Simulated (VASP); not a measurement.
# Ca (P6_3/mmc) in VASP: further runs

Ca is run at these levels: PBE; tasks: relaxation of cell and atoms.

Everything below comes from runs of VASP 6.6.1. Logs are shortened: lines on timing, memory, paths and dates and some standing lists are left out, and cuts for length are marked.

### 1 The cell of the first run

The structure is hexagonal, space group P6_3/mmc (No. 194). Conventional cell: a = 3.615 Å, b = 3.615 Å, c = 5.857 Å, α = 90.00°, β = 90.00°, γ = 120.00°. Ca (site symmetry -6m2) has 12 Ca at 3.60 to 3.62 Å within 4.7 Å.

This isn't the form of Ca at room conditions, which is fcc.

### 2 Relaxation of cell and atoms, PBE, target pressure 6.1 GPa, at which the enthalpy is minimised

File INCAR:

```
SYSTEM = Ca
  PREC = Accurate
  ENCUT = 600
  EDIFF = 1E-7
  ISMEAR = -1
  SIGMA = 0.08
  LREAL = .False.
  LASPH = .True.
  NELM = 100
  ALGO = Normal
  ISIF = 3
  LWAVE = .False.
  LCHARG = .False.
  GGA = PE
  IBRION = 2
  NSW = 60
  EDIFFG = -0.005
  PSTRESS = 61.0
```

File KPOINTS:

```
regular mesh
0
Gamma
  12 12 7
  0 0 0
```

File POSCAR:

```
Ca
1.0
    3.6153232196      0.0000000000      0.0000000000
   -1.8076616098      3.1309617510      0.0000000000
    0.0000000000      0.0000000000      5.8568236157
Ca
2
Direct
    0.3333333333      0.6666666667      0.2500000000
    0.6666666667      0.3333333333      0.7500000000
```

Potentials or basis: VASP PAW PBE potentials, release 64 (Ca_sv).

Command:

```console
$ cat potpaw_PBE.64/Ca_sv/POTCAR > POTCAR
$ mpirun -np 1 vasp_std > vasp.out
```

OUTCAR:

```text
SYSTEM = Ca
   PREC = Accurate
   ENCUT = 600
   EDIFF = 1E-7
   ISMEAR = -1
   LREAL = .False.
   LASPH = .True.
   NELM = 100
   ISIF = 3
   GGA = PE
   IBRION = 2
   NSW = 60
   EDIFFG = -0.005
   PSTRESS = 61.0

 ion  position               nearest neighbor table
   1  0.333  0.667  0.250-
   2  0.667  0.333  0.750-

  LATTYP: Found a hexagonal cell.
 ALAT       =     3.6153232196
 C/A-ratio  =     1.6200000000

  Lattice vectors:

 A1 = (   3.6153232196,   0.0000000000,   0.0000000000)
 A2 = (  -1.8076616098,   3.1309617510,   0.0000000000)
 A3 = (   0.0000000000,   0.0000000000,   5.8568236157)

Analysis of symmetry for initial positions (statically):
=====================================================================
 Subroutine PRICEL returns:
 Original cell was already a primitive cell.

 Routine SETGRP: Setting up the symmetry group for a
 hexagonal supercell.

 Subroutine GETGRP returns: Found 24 space group operations
 (whereof 12 operations were pure point group operations)
 out of a pool of 24 trial point group operations.

The static configuration has the point symmetry D_3d.
 The point group associated with its full space group is D_6h.

Analysis of symmetry for dynamics (positions and initial velocities):
=====================================================================
 Subroutine PRICEL returns:
 Original cell was already a primitive cell.

 Routine SETGRP: Setting up the symmetry group for a
 hexagonal supercell.

 Subroutine GETGRP returns: Found 24 space group operations
 (whereof 12 operations were pure point group operations)
 out of a pool of 24 trial point group operations.

The dynamic configuration has the point symmetry D_3d.
 The point group associated with its full space group is D_6h.

 Subroutine INISYM returns: Found 24 space group operations
 (whereof 12 operations are pure point group operations),
 and found     1 'primitive' translations

----------------------------------------------------------------------------------------

                                     Primitive cell

  volume of cell :      66.2960

  direct lattice vectors                    reciprocal lattice vectors
     3.615323220  0.000000000  0.000000000     0.276600442  0.159695340  0.000000000
    -1.807661610  3.130961751  0.000000000     0.000000000  0.319390679  0.000000000
     0.000000000  0.000000000  5.856823616     0.000000000  0.000000000  0.170741013

  length of vectors
     3.615323220  3.615323220  5.856823616     0.319390679  0.319390679  0.170741013

  position of ions in fractional coordinates (direct lattice)
     0.333333333  0.666666667  0.250000000
     0.666666667  0.333333333  0.750000000

[... 99 lines left out ...]
  Thomas-Fermi vector in A             =   2.234336
   LORBIT       =      0    0 simple, 1 ext, 2 COOP (PROOUT), +10 PAW based schemes
   GGA     = PE    functional components
   LHFCALC =     F    Hartree Fock is set to
   AEXX    =    0.0000 exact exchange contribution
   IVDW    =     0    specifies the selected vdW correction
   LEPSILON=     F    determine dielectric tensor
   LRPA    =     F    only Hartree local field effects (RPA)
 conjugate gradient relaxation of ions
 non-spin polarized calculation
  energy-cutoff  :      600.00
  volume of cell :       66.30
 maximum number of plane-waves:      2233
 NGX is ok and might be reduce to    30
   NGX = 15   NGY = 15   NGZ = 23

--------------------------------------- Ionic step        1  -------------------------------------------

 number of electron      20.0000005 magnetization

 Free energy of the ion-electron system (eV)
  ---------------------------------------------------
  ext. energy  EPLUGINS =         0.00000000
  ---------------------------------------------------
  free energy    TOTEN  =        -3.56143684 eV

  energy without entropy =       -3.50931368  energy(sigma->0) =       -3.53537526

------------------------ aborting loop because EDIFF is reached ----------------------------------------

  FORCE on cell =-STRESS in cart. coord.  units (eV):
  Direction    XX          YY          ZZ          XY          YZ          ZX
  --------------------------------------------------------------------------------------
  -------------------------------------------------------------------------------------
  Total        2.4744125      2.4744125      2.9125658      0.0000000      0.0000000      0.0000000
  in kB       59.7992375     59.7992375     70.3881087      0.0000000      0.0000000      0.0000000
  external PRESSURE =       2.3288612 kB  Pullay stress =      61.0000000 kB
[... 177 lines left out ...]
--------------------------------------- Ionic step        6  -------------------------------------------

 number of electron      19.9999999 magnetization

 Free energy of the ion-electron system (eV)
  ---------------------------------------------------
  ext. energy  EPLUGINS =         0.00000000
  ---------------------------------------------------
  free energy    TOTEN  =        -3.58157348 eV

  energy without entropy =       -3.53140515  energy(sigma->0) =       -3.55648932

 E-fermi :   3.0222     XC(G=0):  -8.4991

 val. band max:        3.0191125730   @ k =   0.5000  -0.0000   0.0000
 cond. band min:       3.0260322999   @ k =   0.2500   0.1667   0.0000
 fundamental gap:      0.0069197269
 Fermi energy:         3.0221674946

 k-point     1 :       0.0000    0.0000    0.0000
  band No.  band energies     occupation
      1     -38.4927      2.00000
      2     -38.4554      2.00000
      3     -19.6525      2.00000
      4     -19.3964      2.00000
      5     -19.3964      2.00000
      6     -19.3585      2.00000
      7     -19.3585      2.00000
      8     -19.3453      2.00000
      9      -1.4394      2.00000
     10       1.8320      2.00000
     11       3.0088      1.08362
     12       5.5218      0.00000
     13       5.6173      0.00000
     14       5.6173      0.00000
[... 377 lines left out ...]
      1     -38.4623      2.00000
      2     -38.4431      2.00000
      3     -19.6057      2.00000
      4     -19.5609      2.00000
      5     -19.5299      2.00000
      6     -19.4492      2.00000
      7     -19.3952      2.00000
      8     -19.3859      2.00000
      9       0.5180      2.00000
     10       2.6132      1.98803
     11       3.3638      0.02758
     12       3.7261      0.00030
     13       4.9693      0.00000
     14       5.0652      0.00000

 [... further k-points ...]

------------------------ aborting loop because EDIFF is reached ----------------------------------------

  FORCE on cell =-STRESS in cart. coord.  units (eV):
  Direction    XX          YY          ZZ          XY          YZ          ZX
  --------------------------------------------------------------------------------------
  -------------------------------------------------------------------------------------
  Total        2.5395090      2.5395090      2.5350908      0.0000000      0.0000000      0.0000000
  in kB       60.9846136     60.9846136     60.8785132      0.0000000      0.0000000      0.0000000
  external PRESSURE =      -0.0507532 kB  Pullay stress =      61.0000000 kB
[... 21 lines left out ...]
  energy  without entropy=       -3.5314051549  energy(sigma->0) =       -3.55648932

  enthalpy is  TOTEN    =        -1.0414237443 eV   P V=        2.5401497335

 reached required accuracy - stopping structural energy minimisation
```

OSZICAR:

```text
N       E                     dE             d eps       ncg     rms          rms(c)
DAV:   1     0.186195596846E+03    0.18620E+03   -0.11191E+04  2128   0.148E+03
DAV:   2     0.631189175279E+01   -0.17988E+03   -0.17838E+03  2302   0.392E+02
DAV:   3    -0.319676288024E+01   -0.95087E+01   -0.94190E+01  4178   0.692E+01
[... 61 lines left out ...]
DAV:   4    -0.358156880425E+01    0.14950E-06   -0.24415E-05  2956   0.411E-02    0.115E-02
DAV:   5    -0.358157295839E+01   -0.41541E-05   -0.23004E-06  2974   0.156E-02    0.291E-03
DAV:   6    -0.358157389550E+01   -0.93711E-06   -0.90661E-07  2342   0.111E-02    0.185E-03
DAV:   7    -0.358157353056E+01    0.36494E-06   -0.58885E-08  1208   0.321E-03    0.147E-04
DAV:   8    -0.358157347780E+01    0.52757E-07   -0.11553E-08  1136   0.130E-03
   6 F= -.10414237E+01 E0= -.10163396E+01  d E =-.154219E-04
```

CONTCAR:

```text
Ca
   1.00000000000000
     3.5929435423784821    0.0000000000000000   -0.0000000000000000
    -1.7964717711892411    3.1115803819567622   -0.0000000000000000
    -0.0000000000000000    0.0000000000000000    5.9677228732863128
  Ca
     2
Direct
     0.3333333332999970    0.6666666667000030    0.2500000000000000
     0.6666666667000030    0.3333333332999970    0.7500000000000000

  0.00000000E+00  0.00000000E+00  0.00000000E+00
  0.00000000E+00  0.00000000E+00  0.00000000E+00
```

Run time: 8.6 min. Hardware: 1 thread of Oxide Virtual Turin-like, shared host; peak memory 0.22 GiB.

Results:

- Free energy: -3.5816 eV
- Relaxed volume: 33.36 Å³/atom
- Relaxed cell: a = 3.593 Å, b = 3.593 Å, c = 5.968 Å, α = 90.00°, β = 90.00°, γ = 120.00°
- Space group after relaxing (to 0.1 Å): P6_3/mmc (No. 194)
- Energy change on relaxing (the run minimises the enthalpy): -10.1 meV/atom
- Ionic steps: 6
- Pressure after relaxing: 6.1 GPa
- Band gap on the k mesh: zero (bands 10 and 11 overlap by 0.32 eV)

The path:
```
step  energy change (eV)  largest force (eV/Å)  pressure (GPa)  volume (Å³)
   1              0.0000                0.0000            6.33        66.30
   2             -0.0203                0.0000            6.09        66.76
   3             -0.0378                0.0000            5.86        67.20
   4             -0.0216                0.0000            6.08        66.76
   5             -0.0221                0.0000            6.07        66.77
   6             -0.0201                0.0000            6.09        66.72
```

Final structure:
```xyz
2
Lattice="3.5929 0.0000 0.0000 -1.7965 3.1116 0.0000 0.0000 0.0000 5.9677" Properties=species:S:1:pos:R:3 pbc="T T T"
Ca    0.0000    2.0744    1.4919
Ca    1.7965    1.0372    4.4758
```

Caveat: the cell is relaxed towards a set pressure, so the run minimises the enthalpy, not the energy.

### 3 Relaxation of cell and atoms, PBE, target pressure 6.1 GPa, at which the enthalpy is minimised

This run uses another cell than the first one, of 33.30 Å³/atom.

File INCAR:

```
ALGO = Normal
EDIFF = 1E-6
EDIFFG = -0.005
ENCUT = 600
GGA = PE
IBRION = 2
ISIF = 3
ISMEAR = -1
LASPH = T
LCHARG = F
LREAL = F
LWAVE = F
NELM = 80
NSW = 32
PREC = Accurate
PSTRESS = 61.0
SIGMA = 0.08
```

File KPOINTS:

```
k-points
0
Gamma
  12 12 7
```

File POSCAR:

```
Ca
1.0
    3.5906932829      0.0000000000      0.0000000000
   -1.7953466415      3.1096316002      0.0000000000
    0.0000000000      0.0000000000      5.9654485179
Ca
2
Direct
    0.3333333333      0.6666666667      0.2500000000
    0.6666666667      0.3333333333      0.7500000000
```

Potentials or basis: VASP PAW PBE potentials, release 64 (Ca_sv).

Command:

```console
$ cat potpaw_PBE.64/Ca_sv/POTCAR > POTCAR
$ mpirun -np 1 vasp_std > vasp.out
```

Run time: 3.1 min. Hardware: 1 thread of Oxide Virtual Turin-like, shared host; peak memory 0.21 GiB.

It converged, with:

```
Free energy                                                : -3.5814 eV
Relaxed volume                                             : 33.36 Å³/atom
Relaxed cell                                               : a = 3.593 Å, b = 3.593 Å, c = 5.968 Å, α = 90.00°, β = 90.00°, γ = 120.00°
Space group after relaxing (to 0.1 Å)                      : P6_3/mmc (No. 194)
Energy change on relaxing (the run minimises the enthalpy) : -2.0 meV/atom
Ionic steps                                                : 2
Pressure after relaxing                                    : 6.1 GPa
Band gap on the k mesh                                     : zero (bands 10 and 11 overlap by 0.32 eV)
```

Step by step:
```csv
step,energy change (eV),largest force (eV/Å),pressure (GPa),volume (Å³)
1,0.0000,0.0000,6.15,66.61
2,-0.0040,0.0000,6.10,66.71
```

Final structure:
```
CELL_PARAMETERS angstrom
3.59276 0.00000 0.00000
-1.79638 3.11142 0.00000
0.00000 0.00000 5.96787
ATOMIC_POSITIONS crystal
Ca 0.33333 0.66667 0.25000
Ca 0.66667 0.33333 0.75000
```

Levels at points of the mesh, in eV from the Fermi level:
| k point | band 7 | band 8 | band 9 | band 10 | band 11 | band 12 | band 13 | band 14 |
| --- | --- | --- | --- | --- | --- | --- | --- | --- |
| (0.00, 0.00, 0.00) | -22.38 | -22.37 | -4.46 | -1.19 | -0.01 | 2.50 | 2.60 | 2.60 |
| (0.50, 0.00, 0.00) | -22.43 | -22.43 | -1.11 | -0.61 | 0.00 | 0.30 | 1.60 | 2.25 |

Caveat: the cell is relaxed towards a set pressure, so the run minimises the enthalpy, not the energy.
